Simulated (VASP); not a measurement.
# Pd in VASP: notebook

Pd is run at these levels: PBE; tasks: single point.

All numbers are computed with VASP 6.6.1; they aren't measurements. Logs are shortened: lines on timing, memory, paths and dates and some standing lists are left out, and cuts for length are marked.

## Step 1: The cell of the first run

Symmetry: I4/mmm, No. 139, tetragonal system. Conventional cell: a = 2.695 Å, b = 2.695 Å, c = 3.890 Å, α = 90.00°, β = 90.00°, γ = 90.00°. Pd (site symmetry 4/mmm) has 12 Pd at 2.70 to 2.72 Å within 3.6 Å.

## Step 2: Single point, PBE (equal xx and yy strain of -2 %)

INCAR reads:

```
PREC = Accurate ; ENCUT = 520
EDIFF = 1E-6 ; ISMEAR = -1
SIGMA = 0.05 ; LREAL = F
LASPH = T ; NELM = 60
ALGO = Normal ; ISIF = 2
LWAVE = F ; LCHARG = F
GGA = PE ; NBANDS = 11
```

KPOINTS reads:

```
regular mesh
0
Gamma
  18 18 18
```

POSCAR reads:

```
Pd
1.0
    0.0000000000      1.9060020000      1.9449000000
    1.9060020000      0.0000000000      1.9449000000
    1.9060020000      1.9060020000      0.0000000000
Pd
1
Direct
    0.0000000000      0.0000000000      0.0000000000
```

Potentials or basis: VASP PAW PBE potentials, release 64 (Pd).

On the command line:

```sh
cat potpaw_PBE.64/Pd/POTCAR > POTCAR
mpirun -np 1 vasp_std > vasp.out
```

OUTCAR:

```text
PREC = Accurate
   ENCUT = 520
   EDIFF = 1E-6
   ISMEAR = -1
   LREAL = F
   LASPH = T
   NELM = 60
   ISIF = 2
   GGA = PE

 ion  position               nearest neighbor table
   1  0.000  0.000  0.000-

  LATTYP: Found a body centered tetragonal cell.
 ALAT       =     2.6954938783
 C/A-ratio  =     1.4430750636

  Lattice vectors:

 A1 = (  -1.9060020000,   0.0000000000,   1.9449000000)
 A2 = (   1.9060020000,   0.0000000000,   1.9449000000)
 A3 = (   0.0000000000,   1.9060020000,  -1.9449000000)

Analysis of symmetry for initial positions (statically):
=====================================================================
 Subroutine PRICEL returns:
 Original cell was already a primitive cell.

 Routine SETGRP: Setting up the symmetry group for a
 body centered tetragonal supercell.

 Subroutine GETGRP returns: Found 16 space group operations
 (whereof 16 operations were pure point group operations)
 out of a pool of 16 trial point group operations.

The static configuration has the point symmetry D_4h.

Analysis of symmetry for dynamics (positions and initial velocities):
=====================================================================
 Subroutine PRICEL returns:
 Original cell was already a primitive cell.

 Routine SETGRP: Setting up the symmetry group for a
 body centered tetragonal supercell.

 Subroutine GETGRP returns: Found 16 space group operations
 (whereof 16 operations were pure point group operations)
 out of a pool of 16 trial point group operations.

The dynamic configuration has the point symmetry D_4h.

 Subroutine INISYM returns: Found 16 space group operations
 (whereof 16 operations are pure point group operations),
 and found     1 'primitive' translations

----------------------------------------------------------------------------------------

                                     Primitive cell

  volume of cell :      14.1310

  direct lattice vectors                    reciprocal lattice vectors
     0.000000000  1.906002000  1.944900000    -0.262329211  0.262329211  0.257082626
     1.906002000  0.000000000  1.944900000     0.262329211 -0.262329211  0.257082626
     1.906002000  1.906002000  0.000000000     0.262329211  0.262329211 -0.257082626

  length of vectors
     2.723137829  2.723137829  2.695493878     0.451358733  0.451358733  0.451358733

  position of ions in fractional coordinates (direct lattice)
     0.000000000  0.000000000  0.000000000

  ion indices of the primitive-cell ions
   primitive index   ion index
                 1           1

----------------------------------------------------------------------------------------

 KPOINTS: regular mesh

Automatic generation of k-mesh.
 Grid dimensions read from file:
 generate k-points for:   18   18   18

 Generating k-lattice:

  Cartesian coordinates                     Fractional coordinates (reciprocal lattice)
    -0.014573845  0.014573845  0.014282368     0.055555556 -0.000000000  0.000000000
     0.014573845 -0.014573845  0.014282368    -0.000000000  0.055555556  0.000000000
     0.014573845  0.014573845 -0.014282368     0.000000000  0.000000000  0.055555556

  Length of vectors
     0.025075485  0.025075485  0.025075485

  Shift w.r.t. Gamma in fractional coordinates (k-lattice)
     0.000000000  0.000000000  0.000000000

 Subroutine IBZKPT returns following result:
 ===========================================

 Found    480 irreducible k-points:

 Following reciprocal coordinates:
            Coordinates               Weight
  0.000000  0.000000  0.000000      1.000000
  0.055556  0.000000  0.000000      8.000000
  0.111111  0.000000  0.000000      8.000000
  0.166667  0.000000  0.000000      8.000000
  0.222222  0.000000  0.000000      8.000000
  0.277778  0.000000  0.000000      8.000000
[... 16 lines left out ...]
 -0.277778  0.055556  0.000000      8.000000
 -0.222222  0.055556  0.000000      8.000000
 [... further k-points ...]
   k-points           NKPTS =    480   k-points in BZ     NKDIM =    480   number of bands    NBANDS=     11
   number of dos      NEDOS =    301   number of ions     NIONS =      1
   total plane-waves  NPLWV =   8000
   dimension x,y,z NGX =    20 NGY =   20 NGZ =   20
   dimension x,y,z NGXF=    40 NGYF=   40 NGZF=   40
   ions per type =               1
   NGX,Y,Z   is equivalent  to a cutoff of  12.21, 12.21, 12.34 a.u.
   NGXF,Y,Z  is equivalent  to a cutoff of  24.42, 24.42, 24.67 a.u.
 SYSTEM =  unknown system
   PREC   = accura    normal or accurate (medium, high low for compatibility)
   ISTART =      0    job   : 0-new  1-cont  2-samecut
   ICHARG =      2    charge: 1-file 2-atom 10-const
   ISPIN  =      1    spin polarized calculation?
   LNONCOLLINEAR =      F non collinear calculations
   LSORBIT =      F    spin-orbit coupling
   LASPH  =      T    aspherical Exc in radial PAW
   ENCUT  =  520.0 eV  38.22 Ry    6.18 a.u.   5.06  5.06  5.01*2*pi/ulx,y,z
   NELM   =     60;   NELMIN=  2; NELMDL= -5     # of ELM steps
   EDIFF  = 0.1E-05   stopping-criterion for ELM
   LREAL  =      F    real-space projection
   EDIFFG = 0.1E-04   stopping-criterion for IOM
   NSW    =      0    number of steps for IOM
   IBRION =     -1    ionic relax: 0-MD 1-quasi-New 2-CG
   NFREE  =      0    steps in history (QN), initial steepest desc. (CG)
   ISIF   =      2    stress and relaxation
   ISYM   =      2    0-nonsym 1-usesym 2-fastsym
   POTIM  = 0.5000    time-step for ionic-motion
   TEBEG  =    0.0;   TEEND  =   0.0 temperature during run
   PSTRESS=    0.0 pullay stress
   NELECT =      10.0000    total number of electrons
   NUPDOWN=      -1.0000    fix difference up-down
   EMIN   =  10.00;   EMAX   =-10.00  energy-range for DOS
   EFERMI =   0.00;   METHOD = LEGACY
   ISMEAR =    -1;   SIGMA  =   0.05  broadening in eV -4-tet -1-fermi 0-gaus
   EFERMI_NEDOS =   21; number of points for ismear=-14 and -15
   IALGO  =     38    algorithm
   IMIX   =      4    mixing-type and parameters
     AMIX     =   0.40;   BMIX     =  1.00
     AMIX_MAG =   1.60;   BMIX_MAG =  1.00
  volume/ion in A,a.u.               =      14.13        95.36
  Fermi-wavevector in a.u.,A,eV,Ry     =   1.458871  2.756866 28.957335  2.128304
  Thomas-Fermi vector in A             =   2.575505
   LORBIT       =      0    0 simple, 1 ext, 2 COOP (PROOUT), +10 PAW based schemes
   GGA     = PE    functional components
   LHFCALC =     F    Hartree Fock is set to
   AEXX    =    0.0000 exact exchange contribution
   IVDW    =     0    specifies the selected vdW correction
   LEPSILON=     F    determine dielectric tensor
   LRPA    =     F    only Hartree local field effects (RPA)
 non-spin polarized calculation
  energy-cutoff  :      520.00
  volume of cell :       14.13
 maximum number of plane-waves:       392
   NGX = 11   NGY = 11   NGZ =  9

 number of electron      10.0000004 magnetization

 Free energy of the ion-electron system (eV)
  ---------------------------------------------------
  ext. energy  EPLUGINS =         0.00000000
  ---------------------------------------------------
  free energy    TOTEN  =        -5.17288986 eV

  energy without entropy =       -5.15588038  energy(sigma->0) =       -5.16438512

 E-fermi :  10.5294     XC(G=0): -13.4548

 val. band max:       10.5285213819   @ k =   0.5000   0.0556   0.2778
 cond. band min:      10.5297295757   @ k =  -0.3333   0.0000   0.0556
 fundamental gap:      0.0012081938
 Fermi energy:        10.5293994544

 k-point     1 :       0.0000    0.0000    0.0000
  band No.  band energies     occupation
      1       3.0486      2.00000
      2       7.3512      2.00000
      3       7.5543      2.00000
      4       7.5543      2.00000
      5       9.1032      2.00000
      6       9.3173      2.00000
      7      27.7366      0.00000
      8      32.4082      0.00000
      9      32.9302      0.00000
     10      32.9302      0.00000
     11      36.5855      0.00000

 k-point     2 :       0.0556    0.0000    0.0000
  band No.  band energies     occupation
      1       3.1655      2.00000
      2       7.3592      2.00000
      3       7.5444      2.00000
      4       7.5960      2.00000
      5       9.0853      2.00000
      6       9.2935      2.00000
      7      27.8718      0.00000
      8      31.9391      0.00000
      9      32.7780      0.00000
     10      33.0736      0.00000
     11      36.6128      0.00000

 k-point     3 :       0.1111    0.0000    0.0000
  band No.  band energies     occupation
      1       3.5025      2.00000
      2       7.3089      2.00000
      3       7.5936      2.00000
      4       7.7061      2.00000
      5       9.0517      2.00000
      6       9.2398      2.00000
      7      28.1948      0.00000
      8      30.4344      0.00000
      9      33.1393      0.00000
     10      33.4825      0.00000
     11      36.6305      0.00000

 k-point     4 :       0.1667    0.0000    0.0000
  band No.  band energies     occupation
      1       4.0082      2.00000
      2       7.2250      2.00000
      3       7.6922      2.00000
      4       7.8338      2.00000
      5       9.0651      2.00000
      6       9.2128      2.00000
      7      28.0750      0.00000
      8      29.1366      0.00000
      9      33.7468      0.00000
     10      34.0849      0.00000
     11      36.6993      0.00000
[... 239 lines left out ...]
 k-point    22 :      -0.3333    0.0556    0.0000
  band No.  band energies     occupation
      1       5.0943      2.00000
      2       7.4834      2.00000
      3       7.7498      2.00000
      4       8.6934      2.00000
      5       9.7641      2.00000
      6      10.5716      0.60121
      7      21.7059      0.00000
      8      27.8897      0.00000
      9      32.0803      0.00000
     10      34.4365      0.00000
     11      36.6540      0.00000

 k-point    23 :      -0.2778    0.0556    0.0000
  band No.  band energies     occupation
      1       5.0737      2.00000
      2       7.5652      2.00000
      3       7.8693      2.00000
      4       7.8778      2.00000
      5       9.4016      2.00000
      6      10.0369      1.99989
      7      23.7473      0.00000
      8      28.4332      0.00000
      9      32.7862      0.00000
     10      35.9369      0.00000
     11      35.9927      0.00000

 k-point    24 :      -0.2222    0.0556    0.0000
  band No.  band energies     occupation
      1       4.8104      2.00000
      2       7.2573      2.00000
      3       7.7441      2.00000
      4       7.9501      2.00000
      5       9.1167      2.00000
      6       9.6134      2.00000
      7      25.7829      0.00000
      8      28.8706      0.00000
      9      33.1473      0.00000
     10      35.6095      0.00000
     11      36.2034      0.00000

 [... further k-points ...]

------------------------ aborting loop because EDIFF is reached ----------------------------------------

  FORCE on cell =-STRESS in cart. coord.  units (eV):
  Direction    XX          YY          ZZ          XY          YZ          ZX
  --------------------------------------------------------------------------------------
  -------------------------------------------------------------------------------------
  Total        1.5103602      1.5103602      1.3726618      0.0000000     -0.0000000      0.0000000
  in kB      171.2446947    171.2446947    155.6324545      0.0000000     -0.0000000      0.0000000
  external PRESSURE =     166.0406146 kB  Pullay stress =       0.0000000 kB

 VOLUME and BASIS-vectors are now :
 -----------------------------------------------------------------------------
  energy-cutoff  :      520.00
  volume of cell :       14.13
      direct lattice vectors                 reciprocal lattice vectors
     0.000000000  1.906002000  1.944900000    -0.262329211  0.262329211  0.257082626
     1.906002000  0.000000000  1.944900000     0.262329211 -0.262329211  0.257082626
     1.906002000  1.906002000  0.000000000     0.262329211  0.262329211 -0.257082626

 POSITION                                       TOTAL-FORCE (eV/Angst)
 -----------------------------------------------------------------------------------
      0.00000      0.00000      0.00000         0.000000      0.000000      0.000000
 -----------------------------------------------------------------------------------
    total drift:                                0.000000      0.000000      0.000000

  FREE ENERGIE OF THE ION-ELECTRON SYSTEM (eV)
  ---------------------------------------------------
  free  energy   TOTEN  =        -5.1728898582 eV

  energy  without entropy=       -5.1558803807  energy(sigma->0) =       -5.16438512
```

Wall time 73 s (1 thread of Intel Xeon 8259CL, shared host); peak memory 0.19 GiB.

Results:

```yaml
Free_energy: -5.1729 eV
Pressure: 16.6 GPa
Band_gap_on_the_k_mesh: zero (bands 5 and 6 overlap by 1.74 eV)
```

Stress tensor (GPa, compression positive):
```
17.12  0.00  0.00
 0.00 17.12  0.00
 0.00  0.00 15.56
```

Levels at points of the mesh, in eV from the Fermi level:
```tsv
k point	band 2	band 3	band 4	band 5	band 6	band 7	band 8	band 9
(0.00, 0.00, 0.00)	-3.18	-2.98	-2.98	-1.43	-1.21	17.21	21.88	22.40
(0.50, 0.00, 0.00)	-3.19	-3.00	-0.07	0.02	0.92	7.68	16.56	21.33
(0.50, 0.50, 0.00)	-5.47	-0.05	0.31	0.31	3.08	10.86	13.70	13.70
(0.50, 0.00, 0.50)	-5.46	-0.06	0.24	0.39	3.49	11.41	13.25	13.39
```

Caveat: the cell differs from its parent crystal (equal xx and yy strain of -2 %); the cell stands under pressure.

## Step 3: Single point, PBE (equal xx and yy strain of +1 %)

INCAR reads:

```
PREC = Accurate ; ENCUT = 520
EDIFF = 1E-6 ; ISMEAR = -1
SIGMA = 0.05 ; LREAL = False
LASPH = True ; NELM = 60
ALGO = Normal ; ISIF = 2
LWAVE = False ; LCHARG = False
GGA = PE ; NBANDS = 11
```

KPOINTS reads:

```
Automatic mesh
0
Gamma
  18 18 18
```

POSCAR reads:

```
Pd
1.0
    0.0000000000      1.9643490000      1.9449000000
    1.9643490000      0.0000000000      1.9449000000
    1.9643490000      1.9643490000      0.0000000000
Pd
1
Direct
    0.0000000000      0.0000000000      0.0000000000
```

Potentials or basis: VASP PAW PBE potentials, release 64 (Pd).

On the command line:

```sh
cat potpaw_PBE.64/Pd/POTCAR > POTCAR
mpirun -np 1 vasp_std > vasp.out
```

Run time: 92 s. Hardware: 1 thread of Intel Xeon 8259CL, shared host; peak memory 0.2 GiB.

The run converged. Its results:

| Item | Value |
| --- | --- |
| Free energy | -5.2265 eV |
| Pressure | 3.3 GPa |
| Band gap on the k mesh | zero (bands 5 and 6 overlap by 1.53 eV) |

Stress tensor (GPa, compression positive):
```
3.16 0.00 0.00
0.00 3.16 0.00
0.00 0.00 3.70
```

Levels at points of the mesh, in eV from the Fermi level:
```tsv
k point	band 3	band 4	band 5	band 6	band 7	band 8
(0.00, 0.00, 0.00)	-2.79	-2.70	-1.24	-1.15	17.19	21.78
(0.50, 0.00, 0.00)	-2.76	-0.05	-0.01	1.05	7.18	16.53
(0.50, 0.50, 0.00)	-0.06	0.28	0.28	3.48	10.77	12.99
(0.50, 0.00, 0.50)	-0.06	0.25	0.31	3.29	10.50	13.15
```

Caveat: the cell differs from its parent crystal (equal xx and yy strain of +1 %); the cell stands under pressure.

(Part 1 of 2 ends here.)
